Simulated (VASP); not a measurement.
# MoW7 (Im-3m) in VASP: further runs, part 2 of 2

VASP 6.6.1.

## (4) Single point, r2SCAN

File POSCAR:

```
MoW7
1.0
   -3.1801028217      3.1801028217      3.1801028217
    3.1801028217     -3.1801028217      3.1801028217
    3.1801028217      3.1801028217     -3.1801028217
Mo W
1 7
Direct
    0.0000000000      0.0000000000      0.0000000000
    0.5000000000      0.0000000000      0.5000000000
    0.5000000000      0.5000000000      0.5000000000
    0.0000000000      0.5000000000      0.5000000000
    0.0000000000      0.5000000000      0.0000000000
    0.5000000000      0.5000000000      0.0000000000
    0.5000000000      0.0000000000      0.0000000000
    0.0000000000      0.0000000000      0.5000000000
```

File INCAR.step1:

```
ALGO = Normal
EDIFF = 1E-4
ENCUT = 520
GGA = PE
ISMEAR = 0
LASPH = True
LCHARG = False
LREAL = False
LWAVE = True
NBANDS = 66
NELM = 100
PREC = Accurate
SIGMA = 0.1
```

File INCAR.step2:

```
ALGO = Normal
EDIFF = 1E-6
ENCUT = 520
ISIF = 2
ISMEAR = 0
ISTART = 1
LASPH = True
LCHARG = True
LELF = True
LMIXTAU = True
LREAL = False
LVHAR = True
LWAVE = False
METAGGA = R2SCAN
NBANDS = 66
NELM = 100
PREC = Accurate
SIGMA = 0.1
```

File KPOINTS:

```
k-points
0
Gamma
  8 8 8
```

Potentials or basis: VASP PAW PBE potentials, release 64 (Mo_sv, W_sv).

Launch:

```sh
cat potpaw_PBE.64/Mo_sv/POTCAR potpaw_PBE.64/W_sv/POTCAR > POTCAR
cp INCAR.step1 INCAR
mpirun -np 1 vasp_std > vasp.out
cp INCAR.step2 INCAR
mpirun -np 1 vasp_std > vasp.out
```

OUTCAR:

```text
EDIFF = 1E-6
   ENCUT = 520
   ISIF = 2
   ISMEAR = 0
   ISTART = 1
   LASPH = True
   LREAL = False
   METAGGA = R2SCAN
   NELM = 100
   PREC = Accurate

 ion  position               nearest neighbor table
   1  0.000  0.000  0.000-   3 2.75   5 2.75   7 2.75   8 2.75   8 2.75   5 2.75   7 2.75   3 2.75
                             4 3.18   4 3.18   2 3.18   2 3.18   6 3.18   6 3.18
   2  0.500  0.000  0.500-   3 2.75   5 2.75   7 2.75   8 2.75   7 2.75   3 2.75   8 2.75   5 2.75
                             4 3.18   6 3.18   1 3.18   1 3.18   4 3.18   6 3.18
   3  0.500  0.500  0.500-   1 2.75   2 2.75   4 2.75   6 2.75   6 2.75   2 2.75   4 2.75   1 2.75
                             7 3.18   7 3.18   8 3.18   5 3.18   8 3.18   5 3.18
   4  0.000  0.500  0.500-   3 2.75   5 2.75   7 2.75   8 2.75   5 2.75   8 2.75   3 2.75   7 2.75
                             1 3.18   1 3.18   2 3.18   6 3.18   2 3.18   6 3.18
   5  0.000  0.500  0.000-   1 2.75   2 2.75   4 2.75   6 2.75   4 2.75   1 2.75   6 2.75   2 2.75
                             7 3.18   8 3.18   8 3.18   3 3.18   7 3.18   3 3.18
   6  0.500  0.500  0.000-   3 2.75   5 2.75   7 2.75   8 2.75   3 2.75   7 2.75   5 2.75   8 2.75
                             1 3.18   2 3.18   4 3.18   4 3.18   1 3.18   2 3.18
   7  0.500  0.000  0.000-   1 2.75   2 2.75   4 2.75   6 2.75   2 2.75   6 2.75   1 2.75   4 2.75
                             3 3.18   3 3.18   8 3.18   8 3.18   5 3.18   5 3.18
   8  0.000  0.000  0.500-   1 2.75   2 2.75   4 2.75   6 2.75   1 2.75   4 2.75   2 2.75   6 2.75
                             3 3.18   5 3.18   7 3.18   7 3.18   3 3.18   5 3.18

  LATTYP: Found a body centered cubic cell.
 ALAT       =     6.3602056434

  Lattice vectors:

 A1 = (  -3.1801028217,   3.1801028217,   3.1801028217)
 A2 = (   3.1801028217,  -3.1801028217,   3.1801028217)
 A3 = (   3.1801028217,   3.1801028217,  -3.1801028217)

Analysis of symmetry for initial positions (statically):
=====================================================================
 Subroutine PRICEL returns:
 Original cell was already a primitive cell.

 Routine SETGRP: Setting up the symmetry group for a
 body centered cubic supercell.

 Subroutine GETGRP returns: Found 48 space group operations
 (whereof 48 operations were pure point group operations)
 out of a pool of 48 trial point group operations.

The static configuration has the point symmetry O_h .

Analysis of symmetry for dynamics (positions and initial velocities):
=====================================================================
 Subroutine PRICEL returns:
 Original cell was already a primitive cell.

 Routine SETGRP: Setting up the symmetry group for a
 body centered cubic supercell.

 Subroutine GETGRP returns: Found 48 space group operations
 (whereof 48 operations were pure point group operations)
 out of a pool of 48 trial point group operations.

The dynamic configuration has the point symmetry O_h .

 Subroutine INISYM returns: Found 48 space group operations
 (whereof 48 operations are pure point group operations),
 and found     1 'primitive' translations

----------------------------------------------------------------------------------------

                                     Primitive cell

  volume of cell :     128.6422

[... 81 lines left out ...]
 [... further k-points ...]
   k-points           NKPTS =     29   k-points in BZ     NKDIM =     29   number of bands    NBANDS=     66
   number of dos      NEDOS =    301   number of ions     NIONS =      8
   total plane-waves  NPLWV =  74088
   dimension x,y,z NGX =    42 NGY =   42 NGZ =   42
   dimension x,y,z NGXF=    84 NGYF=   84 NGZF=   84
   ions per type =               1   7
   NGX,Y,Z   is equivalent  to a cutoff of  12.68, 12.68, 12.68 a.u.
   NGXF,Y,Z  is equivalent  to a cutoff of  25.35, 25.35, 25.35 a.u.
 SYSTEM =  unknown system
   PREC   = accura    normal or accurate (medium, high low for compatibility)
   ISTART =      1    job   : 0-new  1-cont  2-samecut
   ICHARG =      0    charge: 1-file 2-atom 10-const
   ISPIN  =      1    spin polarized calculation?
   LNONCOLLINEAR =      F non collinear calculations
   LSORBIT =      F    spin-orbit coupling
   LASPH  =      T    aspherical Exc in radial PAW
   ENCUT  =  520.0 eV  38.22 Ry    6.18 a.u.  10.24 10.24 10.24*2*pi/ulx,y,z
   NELM   =    100;   NELMIN=  2; NELMDL=  0     # of ELM steps
   EDIFF  = 0.1E-05   stopping-criterion for ELM
   LREAL  =      F    real-space projection
   EDIFFG = 0.1E-04   stopping-criterion for IOM
   NSW    =      0    number of steps for IOM
   IBRION =     -1    ionic relax: 0-MD 1-quasi-New 2-CG
   NFREE  =      0    steps in history (QN), initial steepest desc. (CG)
   ISIF   =      2    stress and relaxation
   ISYM   =      2    0-nonsym 1-usesym 2-fastsym
   POTIM  = 0.5000    time-step for ionic-motion
   TEBEG  =    0.0;   TEEND  =   0.0 temperature during run
   PSTRESS=    0.0 pullay stress
   NELECT =     112.0000    total number of electrons
   NUPDOWN=      -1.0000    fix difference up-down
   EMIN   =  10.00;   EMAX   =-10.00  energy-range for DOS
   EFERMI =   0.00;   METHOD = LEGACY
   ISMEAR =     0;   SIGMA  =   0.10  broadening in eV -4-tet -1-fermi 0-gaus
   EFERMI_NEDOS =   21; number of points for ismear=-14 and -15
   IALGO  =     38    algorithm
   IMIX   =      4    mixing-type and parameters
     AMIX     =   0.40;   BMIX     =  1.00
     AMIX_MAG =   1.60;   BMIX_MAG =  1.00
  volume/ion in A,a.u.               =      16.08       108.52
  Fermi-wavevector in a.u.,A,eV,Ry     =   1.563218  2.954055 33.247904  2.443652
  Thomas-Fermi vector in A             =   2.666022
   LORBIT       =      0    0 simple, 1 ext, 2 COOP (PROOUT), +10 PAW based schemes
   METAGGA = R2SCAN    functional components
   LHFCALC =     F    Hartree Fock is set to
   AEXX    =    0.0000 exact exchange contribution
   IVDW    =     0    specifies the selected vdW correction
   LEPSILON=     F    determine dielectric tensor
   LRPA    =     F    only Hartree local field effects (RPA)
 non-spin polarized calculation
 Gauss-broadening in eV      SIGMA  =   0.10
  energy-cutoff  :      520.00
  volume of cell :      128.64
 maximum number of plane-waves:      3496
 NGX is ok and might be reduce to    42
   NGX = 21   NGY = 21   NGZ = 21

 number of electron     112.0000027 magnetization

 Free energy of the ion-electron system (eV)
  ---------------------------------------------------
  ext. energy  EPLUGINS =         0.00000000
  ---------------------------------------------------
  free energy    TOTEN  =      -385.56836618 eV

  energy without entropy =     -385.54260622  energy(sigma->0) =     -385.55548620

 E-fermi :  11.2260     XC(G=0): -14.8168

 val. band max:       11.2251033838   @ k =  -0.3750   0.5000   0.2500
 cond. band min:      11.2273497191   @ k =   0.1250   0.1250   0.1250
 fundamental gap:      0.0022463353
 Fermi energy:        11.2259809136

 k-point     1 :       0.0000    0.0000    0.0000
  band No.  band energies     occupation
      1     -64.9059      2.00000
      2     -64.8091      2.00000
      3     -64.8091      2.00000
      4     -64.8091      2.00000
      5     -64.7448      2.00000
      6     -64.7448      2.00000
[... 1645 lines left out ...]
     65      14.0441      0.00000
     66      14.2491      0.00000

 [... further k-points ...]

------------------------ aborting loop because EDIFF is reached ----------------------------------------

  FORCE on cell =-STRESS in cart. coord.  units (eV):
  Direction    XX          YY          ZZ          XY          YZ          ZX
  --------------------------------------------------------------------------------------
  -------------------------------------------------------------------------------------
  Total       -2.3392429     -2.3392429     -2.3392429      0.0000000      0.0000000      0.0000000
  in kB      -29.1341543    -29.1341543    -29.1341543      0.0000000      0.0000000      0.0000000
  external PRESSURE =     -29.1341543 kB  Pullay stress =       0.0000000 kB

 VOLUME and BASIS-vectors are now :
 -----------------------------------------------------------------------------
  energy-cutoff  :      520.00
  volume of cell :      128.64
      direct lattice vectors                 reciprocal lattice vectors
    -3.180102822  3.180102822  3.180102822     0.000000000  0.157227621  0.157227621
     3.180102822 -3.180102822  3.180102822     0.157227621  0.000000000  0.157227621
     3.180102822  3.180102822 -3.180102822     0.157227621  0.157227621  0.000000000

 POSITION                                       TOTAL-FORCE (eV/Angst)
 -----------------------------------------------------------------------------------
      0.00000      0.00000      0.00000        -0.000000      0.000000     -0.000000
      0.00000      3.18010      0.00000         0.000000     -0.000000      0.000000
      1.59005      1.59005      1.59005        -0.000000      0.000000     -0.000000
      3.18010      0.00000      0.00000        -0.000000      0.000000      0.000000
      1.59005     -1.59005      1.59005        -0.000000      0.000000     -0.000000
      0.00000      0.00000      3.18010         0.000000     -0.000000      0.000000
     -1.59005      1.59005      1.59005         0.000000      0.000000     -0.000000
      1.59005      1.59005     -1.59005         0.000000     -0.000000      0.000000
 -----------------------------------------------------------------------------------
    total drift:                               -0.000000     -0.000000      0.000000

  FREE ENERGIE OF THE ION-ELECTRON SYSTEM (eV)
  ---------------------------------------------------
  free  energy   TOTEN  =      -385.5683661779 eV

  energy  without entropy=     -385.5426062167  energy(sigma->0) =     -385.55548620
```

Wall time 23 min (1 thread of Intel Xeon 8259CL, shared host); peak memory 0.39 GiB.

What came out:

- Free energy: -385.5684 eV
- Pressure: -2.9 GPa
- Band gap on the k mesh: zero (bands 56 and 57 overlap by 1.24 eV)

Caveat: the PAW data sets were made with another functional, which shifts forces and pressure a little; spin-orbit coupling is left out, which moves the levels of the heavy elements.
